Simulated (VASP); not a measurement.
# C (Fd-3m) in VASP: further runs

Aim: see how the results for C move with the level of theory and the settings. Levels: SVWN5, PBE-based screened hybrid with 25 % exact exchange, HSE06, PBE0. Tasks: single point.

Everything below comes from runs of VASP 6.6.1. Logs are shortened: lines on timing, memory, paths and dates and some standing lists are left out, and cuts for length are marked.

### Step 1. The cell of the first run

It takes space group Fd-3m (No. 227, cubic). The conventional cell has a = 3.567 Å, b = 3.567 Å, c = 3.567 Å, α = 90.00°, β = 90.00°, γ = 90.00°. Within 2.1 Å of C (site symmetry -43m) lie 4 C at 1.54 Å.

### Step 2. Single point, SVWN5

Contents of INCAR:

```
SYSTEM = C
PREC = Accurate
ENCUT = 1300
EDIFF = 1E-6
ISMEAR = -1
SIGMA = 0.05
LREAL = .FALSE.
LASPH = .TRUE.
NELM = 120
ALGO = Normal
ISIF = 2
LWAVE = .FALSE.
LCHARG = .FALSE.
GGA = VW
NBANDS = 11
GGA_COMPAT = .FALSE.
```

Contents of KPOINTS:

```
regular mesh
0
G
  13 13 13
  0 0 0
```

Contents of POSCAR:

```
C
1.0
    0.0000000000      1.7833700000      1.7833700000
    1.7833700000      0.0000000000      1.7833700000
    1.7833700000      1.7833700000      0.0000000000
C
2
Direct
    0.7500000000      0.7500000000      0.7500000000
    0.5000000000      0.5000000000      0.5000000000
```

Potentials or basis: VASP PAW PBE potentials, release 64 (C_h).

Run with:

```bash
$ cat potpaw_PBE.64/C_h/POTCAR > POTCAR
$ mpirun -np 1 vasp_std > vasp.out
```

OUTCAR:

```text
SYSTEM = C
   PREC = Accurate
   ENCUT = 1300
   EDIFF = 1E-6
   ISMEAR = -1
   LREAL = .FALSE.
   LASPH = .TRUE.
   NELM = 120
   ISIF = 2
   GGA = VW

 ion  position               nearest neighbor table
   1  0.750  0.750  0.750-
   2  0.500  0.500  0.500-

  LATTYP: Found a face centered cubic cell.
 ALAT       =     3.5667400000

  Lattice vectors:

 A1 = (   0.0000000000,   1.7833700000,   1.7833700000)
 A2 = (   1.7833700000,   0.0000000000,   1.7833700000)
 A3 = (   1.7833700000,   1.7833700000,   0.0000000000)

Analysis of symmetry for initial positions (statically):
=====================================================================
 Subroutine PRICEL returns:
 Original cell was already a primitive cell.

 Routine SETGRP: Setting up the symmetry group for a
 face centered cubic supercell.

 Subroutine GETGRP returns: Found 48 space group operations
 (whereof 24 operations were pure point group operations)
 out of a pool of 48 trial point group operations.

The static configuration has the point symmetry T_d .
 The point group associated with its full space group is O_h .

Analysis of symmetry for dynamics (positions and initial velocities):
=====================================================================
 Subroutine PRICEL returns:
 Original cell was already a primitive cell.

 Routine SETGRP: Setting up the symmetry group for a
 face centered cubic supercell.

 Subroutine GETGRP returns: Found 48 space group operations
 (whereof 24 operations were pure point group operations)
 out of a pool of 48 trial point group operations.

The dynamic configuration has the point symmetry T_d .
 The point group associated with its full space group is O_h .

 Subroutine INISYM returns: Found 48 space group operations
 (whereof 24 operations are pure point group operations),
 and found     1 'primitive' translations

----------------------------------------------------------------------------------------

                                     Primitive cell

  volume of cell :      11.3437

  direct lattice vectors                    reciprocal lattice vectors
     0.000000000  1.783370000  1.783370000    -0.280368067  0.280368067  0.280368067
     1.783370000  0.000000000  1.783370000     0.280368067 -0.280368067  0.280368067
     1.783370000  1.783370000  0.000000000     0.280368067  0.280368067 -0.280368067

  length of vectors
     2.522066041  2.522066041  2.522066041     0.485611737  0.485611737  0.485611737

  position of ions in fractional coordinates (direct lattice)
     0.750000000  0.750000000  0.750000000
     0.500000000  0.500000000  0.500000000

  ion indices of the primitive-cell ions
   primitive index   ion index
                 1           1
                 2           2

----------------------------------------------------------------------------------------

 KPOINTS: regular mesh

Automatic generation of k-mesh.
 Grid dimensions read from file:
 generate k-points for:   13   13   13

 Generating k-lattice:

  Cartesian coordinates                     Fractional coordinates (reciprocal lattice)
    -0.021566774  0.021566774  0.021566774     0.076923077  0.000000000  0.000000000
     0.021566774 -0.021566774  0.021566774     0.000000000  0.076923077  0.000000000
     0.021566774  0.021566774 -0.021566774     0.000000000  0.000000000  0.076923077

  Length of vectors
     0.037354749  0.037354749  0.037354749

  Shift w.r.t. Gamma in fractional coordinates (k-lattice)
     0.000000000  0.000000000  0.000000000

 Subroutine IBZKPT returns following result:
 ===========================================

 Found     84 irreducible k-points:

 Following reciprocal coordinates:
            Coordinates               Weight
  0.000000  0.000000  0.000000      1.000000
  0.076923  0.000000  0.000000      8.000000
  0.153846  0.000000  0.000000      8.000000
  0.230769  0.000000  0.000000      8.000000
  0.307692  0.000000  0.000000      8.000000
  0.384615  0.000000  0.000000      8.000000
[... 16 lines left out ...]
  0.384615  0.153846  0.000000     24.000000
  0.461538  0.153846  0.000000     24.000000
 [... further k-points ...]
   k-points           NKPTS =     84   k-points in BZ     NKDIM =     84   number of bands    NBANDS=     11
   number of dos      NEDOS =    301   number of ions     NIONS =      2
   total plane-waves  NPLWV =  27000
   dimension x,y,z NGX =    30 NGY =   30 NGZ =   30
   dimension x,y,z NGXF=    60 NGYF=   60 NGZF=   60
   ions per type =               2
   NGX,Y,Z   is equivalent  to a cutoff of  19.77, 19.77, 19.77 a.u.
   NGXF,Y,Z  is equivalent  to a cutoff of  39.55, 39.55, 39.55 a.u.
 SYSTEM =  C
   PREC   = accura    normal or accurate (medium, high low for compatibility)
   ISTART =      0    job   : 0-new  1-cont  2-samecut
   ICHARG =      2    charge: 1-file 2-atom 10-const
   ISPIN  =      1    spin polarized calculation?
   LNONCOLLINEAR =      F non collinear calculations
   LSORBIT =      F    spin-orbit coupling
   LASPH  =      T    aspherical Exc in radial PAW
   ENCUT  = 1300.0 eV  95.55 Ry    9.77 a.u.   7.41  7.41  7.41*2*pi/ulx,y,z
   NELM   =    120;   NELMIN=  2; NELMDL= -5     # of ELM steps
   EDIFF  = 0.1E-05   stopping-criterion for ELM
   LREAL  =      F    real-space projection
   EDIFFG = 0.1E-04   stopping-criterion for IOM
   NSW    =      0    number of steps for IOM
   IBRION =     -1    ionic relax: 0-MD 1-quasi-New 2-CG
   NFREE  =      0    steps in history (QN), initial steepest desc. (CG)
   ISIF   =      2    stress and relaxation
   ISYM   =      2    0-nonsym 1-usesym 2-fastsym
   POTIM  = 0.5000    time-step for ionic-motion
   TEBEG  =    0.0;   TEEND  =   0.0 temperature during run
   PSTRESS=    0.0 pullay stress
   NELECT =       8.0000    total number of electrons
   NUPDOWN=      -1.0000    fix difference up-down
   EMIN   =  10.00;   EMAX   =-10.00  energy-range for DOS
   EFERMI =   0.00;   METHOD = LEGACY
   ISMEAR =    -1;   SIGMA  =   0.05  broadening in eV -4-tet -1-fermi 0-gaus
   EFERMI_NEDOS =   21; number of points for ismear=-14 and -15
   IALGO  =     38    algorithm
   IMIX   =      4    mixing-type and parameters
     AMIX     =   0.40;   BMIX     =  1.00
     AMIX_MAG =   1.60;   BMIX_MAG =  1.00
  volume/ion in A,a.u.               =       5.67        38.28
  Fermi-wavevector in a.u.,A,eV,Ry     =   1.457203  2.753714 28.891161  2.123440
  Thomas-Fermi vector in A             =   2.574032
   LORBIT       =      0    0 simple, 1 ext, 2 COOP (PROOUT), +10 PAW based schemes
   GGA     = VW    functional components
   LHFCALC =     F    Hartree Fock is set to
   AEXX    =    0.0000 exact exchange contribution
   IVDW    =     0    specifies the selected vdW correction
   LEPSILON=     F    determine dielectric tensor
   LRPA    =     F    only Hartree local field effects (RPA)
 non-spin polarized calculation
  energy-cutoff  :     1300.00
  volume of cell :       11.34
 maximum number of plane-waves:      1243
 NGX is ok and might be reduce to    30
   NGX = 15   NGY = 15   NGZ = 15

 number of electron       8.0000000 magnetization

 Free energy of the ion-electron system (eV)
  ---------------------------------------------------
  ext. energy  EPLUGINS =         0.00000000
  ---------------------------------------------------
  free energy    TOTEN  =       -20.31336122 eV

  energy without entropy =      -20.31336122  energy(sigma->0) =      -20.31336122

 E-fermi :  11.5743     XC(G=0): -13.6531

 val. band max:       10.6926465512   @ k =   0.0000   0.0000   0.0000
 cond. band min:      14.8082929341   @ k =   0.3846   0.3846   0.0000
 fundamental gap:      4.1156463829
 Fermi energy:        11.5742711705

 k-point     1 :       0.0000    0.0000    0.0000
  band No.  band energies     occupation
      1     -10.6338      2.00000
      2      10.6926      2.00000
      3      10.6926      2.00000
      4      10.6926      2.00000
      5      16.2398      0.00000
      6      16.2398      0.00000
      7      16.2398      0.00000
      8      24.2616      0.00000
      9      29.7112      0.00000
     10      37.3189      0.00000
     11      37.3189      0.00000

 k-point     2 :       0.0769    0.0000    0.0000
  band No.  band energies     occupation
      1     -10.4701      2.00000
      2       9.6395      2.00000
      3      10.4145      2.00000
      4      10.4145      2.00000
      5      16.6030      0.00000
      6      16.6030      0.00000
      7      16.8709      0.00000
      8      24.3737      0.00000
      9      29.9776      0.00000
     10      35.2180      0.00000
     11      35.2180      0.00000

 k-point     3 :       0.1538    0.0000    0.0000
  band No.  band energies     occupation
      1      -9.9806      2.00000
      2       7.3923      2.00000
      3       9.7874      2.00000
      4       9.7874      2.00000
      5      17.4250      0.00000
      6      17.4250      0.00000
      7      17.9221      0.00000
      8      24.6969      0.00000
      9      30.5704      0.00000
     10      33.6187      0.00000
     11      33.6187      0.00000

 k-point     4 :       0.2308    0.0000    0.0000
  band No.  band energies     occupation
      1      -9.1706      2.00000
      2       4.8100      2.00000
      3       9.1086      2.00000
      4       9.1086      2.00000
      5      18.2541      0.00000
      6      18.2541      0.00000
      7      18.7379      0.00000
      8      25.1662      0.00000
      9      31.0310      0.00000
     10      32.9989      0.00000
     11      32.9989      0.00000

 k-point     5 :       0.3077    0.0000    0.0000
  band No.  band energies     occupation
      1      -8.0525      2.00000
      2       2.2207      2.00000
      3       8.5352      2.00000
      4       8.5352      2.00000
      5      18.7982      0.00000
      6      18.7982      0.00000
      7      19.2590      0.00000
      8      25.6398      0.00000
      9      31.2623      0.00000
     10      33.4548      0.00000
     11      33.4548      0.00000
[... 211 lines left out ...]
 k-point    21 :       0.2308    0.1538    0.0000
  band No.  band energies     occupation
      1      -9.1693      2.00000
      2       6.5336      2.00000
      3       7.6619      2.00000
      4       8.4163      2.00000
      5      15.8769      0.00000
      6      20.3047      0.00000
      7      20.3273      0.00000
      8      23.0052      0.00000
      9      30.5665      0.00000
     10      31.6052      0.00000
     11      37.6354      0.00000

 k-point    22 :       0.3077    0.1538    0.0000
  band No.  band energies     occupation
      1      -8.2605      2.00000
      2       4.1735      2.00000
      3       7.1289      2.00000
      4       7.7648      2.00000
      5      16.6198      0.00000
      6      21.0267      0.00000
      7      21.0563      0.00000
      8      22.7173      0.00000
      9      31.2270      0.00000
     10      31.9027      0.00000
     11      37.2389      0.00000

 k-point    23 :       0.3846    0.1538    0.0000
  band No.  band energies     occupation
      1      -7.0547      2.00000
      2       1.7664      2.00000
      3       6.8344      2.00000
      4       6.9979      2.00000
      5      17.2999      0.00000
      6      21.3191      0.00000
      7      21.4429      0.00000
      8      23.2351      0.00000
      9      31.5972      0.00000
     10      32.4620      0.00000
     11      37.5593      0.00000

 k-point    24 :       0.4615    0.1538    0.0000
  band No.  band energies     occupation
      1      -5.6078      2.00000
      2      -0.4812      2.00000
      3       6.3015      2.00000
      4       6.7965      2.00000
      5      17.7246      0.00000
      6      21.1930      0.00000
      7      21.6432      0.00000
      8      24.4515      0.00000
      9      30.9759      0.00000
     10      33.7511      0.00000
     11      37.5947      0.00000

 [... further k-points ...]
[... 5 lines left out ...]
  --------------------------------------------------------------------------------------
  -------------------------------------------------------------------------------------
  Total       -0.8917080     -0.8917080     -0.8917080      0.0000000      0.0000000      0.0000000
  in kB     -125.9444021   -125.9444021   -125.9444021      0.0000000      0.0000000      0.0000000
  external PRESSURE =    -125.9444021 kB  Pullay stress =       0.0000000 kB

 VOLUME and BASIS-vectors are now :
 -----------------------------------------------------------------------------
  energy-cutoff  :     1300.00
  volume of cell :       11.34
      direct lattice vectors                 reciprocal lattice vectors
     0.000000000  1.783370000  1.783370000    -0.280368067  0.280368067  0.280368067
     1.783370000  0.000000000  1.783370000     0.280368067 -0.280368067  0.280368067
     1.783370000  1.783370000  0.000000000     0.280368067  0.280368067 -0.280368067

 POSITION                                       TOTAL-FORCE (eV/Angst)
 -----------------------------------------------------------------------------------
      2.67505      2.67505      2.67505         0.000000      0.000000      0.000000
      1.78337      1.78337      1.78337        -0.000000     -0.000000     -0.000000
 -----------------------------------------------------------------------------------
    total drift:                                0.000000     -0.000000     -0.000000

  FREE ENERGIE OF THE ION-ELECTRON SYSTEM (eV)
  ---------------------------------------------------
  free  energy   TOTEN  =       -20.3133612184 eV

  energy  without entropy=      -20.3133612183  energy(sigma->0) =      -20.31336122
```

It took 18 s on 1 thread of AMD EPYC 9R45 (Zen 5), shared host; peak memory 0.12 GiB.

What came out:

```
Free energy            : -20.3134 eV
Pressure               : -12.6 GPa
Band gap on the k mesh : 4.12 eV (least direct gap 5.55 eV)
```

Levels at points of the mesh, in eV from the valence-band top:
```tsv
k point	band 2	band 3	band 4	band 5	band 6	band 7
(0.00, 0.00, 0.00)	0.00	0.00	0.00	5.55	5.55	5.55
```

Caveat: the cell stands under tension; the PAW data sets were made with another functional, which shifts forces and pressure a little; an odd mesh through Γ misses points on the zone boundary, where band edges can lie.

### Step 3. Single point, PBE-based screened hybrid with 25 % exact exchange

POSCAR is that of step 2.

Contents of INCAR.step1:

```
SYSTEM = C
PREC = Accurate
ENCUT = 520
EDIFF = 1E-5
ISMEAR = 0
SIGMA = 0.15
LREAL = .False.
LASPH = .True.
NELM = 60
ALGO = Normal
ISIF = 2
LWAVE = .True.
LCHARG = .False.
NBANDS = 11
GGA = PE
```

Contents of INCAR.step2:

```
SYSTEM = C
PREC = Accurate
ENCUT = 520
EDIFF = 1E-6
ISMEAR = 0
SIGMA = 0.15
LREAL = .False.
LASPH = .True.
NELM = 60
ALGO = Normal
ISIF = 2
LWAVE = .False.
LCHARG = .False.
GGA = PE
LHFCALC = .True.
AEXX = 0.25
HFSCREEN = 0.3
PRECFOCK = Normal
NBANDS = 11
ISTART = 1
```

Contents of KPOINTS:

```
regular mesh
0
Gamma
  10 10 10
  0 0 0
```

Potentials or basis: VASP PAW PBE potentials, release 64 (C).

Run with:

```bash
$ cat potpaw_PBE.64/C/POTCAR > POTCAR
$ cp INCAR.step1 INCAR
$ mpirun -np 1 vasp_std > vasp.out
$ cp INCAR.step2 INCAR
$ mpirun -np 1 vasp_std > vasp.out
```

Wall time 63 min (1 thread of Oxide Virtual Turin-like, shared host); peak memory 0.2 GiB.

The run converged. Its results:

| Quantity | Value |
| --- | --- |
| Free energy | -20.6213 eV |
| Pressure | -6.9 GPa |
| Band gap on the k mesh | 5.08 eV (least direct gap 6.75 eV) |

Levels at points of the mesh, in eV from the valence-band top:
```
           k point  band 1  band 2  band 3  band 4  band 5  band 6  band 7  band 8
(0.00, 0.00, 0.00)  -23.44    0.00    0.00    0.00    6.75    6.75    6.75   14.99
(0.50, 0.00, 0.00)  -17.24  -14.53   -3.04   -3.04    9.77    9.77   10.09   17.35
(0.50, 0.50, 0.00)  -13.99  -13.99   -6.83   -6.83    5.68    5.68   18.93   18.93
```

Caveat: the cell stands under tension; the PAW data sets were made with another functional, which shifts forces and pressure a little.

### Step 4. Single point, HSE06

This run uses another cell than the first one, of 5.56 Å³/atom.

Contents of POSCAR:

```
C
1.0
    0.0000000000      1.7714007132      1.7714007132
    1.7714007132      0.0000000000      1.7714007132
    1.7714007132      1.7714007132      0.0000000000
C
2
Direct
    0.7500000000      0.7500000000      0.7500000000
    0.5000000000      0.5000000000      0.5000000000
```

Contents of INCAR.step1:

```
PREC = Accurate
ENCUT = 520
EDIFF = 1E-5
ISMEAR = -1
SIGMA = 0.05
LREAL = F
LASPH = T
NELM = 100
ALGO = Normal
ISIF = 2
LWAVE = T
NBANDS = 11
GGA = PE
```

Contents of INCAR.step2:

```
PREC = Accurate
ENCUT = 520
EDIFF = 1E-6
ISMEAR = -1
SIGMA = 0.05
LREAL = F
LASPH = T
NELM = 100
ALGO = Normal
ISIF = 2
LWAVE = F
LCHARG = T
GGA = PE
LHFCALC = T
HFSCREEN = 0.2079
PRECFOCK = Normal
LELF = T
LVHAR = T
NBANDS = 11
ISTART = 1
```

Contents of KPOINTS:

```
Automatic mesh
0
Gamma
  8 8 8
```

Run with:

```bash
$ cat potpaw_PBE.64/C/POTCAR > POTCAR
$ cp INCAR.step1 INCAR
$ mpirun -np 1 vasp_std > vasp.out
$ cp INCAR.step2 INCAR
$ mpirun -np 1 vasp_std > vasp.out
```

Wall time 14 min (1 thread of Oxide Virtual Turin-like, shared host); peak memory 0.19 GiB.

Results (log left out):

- Free energy: -21.0521 eV
- Pressure: 2.0 GPa
- Band gap on the k mesh: 5.33 eV (least direct gap 7.03 eV)

Levels at points of the mesh, in eV from the valence-band top:
| k point | band 1 | band 2 | band 3 | band 4 | band 5 | band 6 | band 7 | band 8 |
| --- | --- | --- | --- | --- | --- | --- | --- | --- |
| (0.00, 0.00, 0.00) | -23.82 | 0.00 | 0.00 | 0.00 | 7.03 | 7.03 | 7.03 | 15.75 |
| (0.50, 0.00, 0.00) | -17.48 | -14.85 | -3.12 | -3.12 | 10.11 | 10.11 | 10.63 | 17.79 |
| (0.50, 0.50, 0.00) | -14.22 | -14.22 | -7.00 | -7.00 | 5.95 | 5.95 | 19.54 | 19.54 |

Caveat: the PAW data sets were made with another functional, which shifts forces and pressure a little.

(Continued in part 2 of 2.)
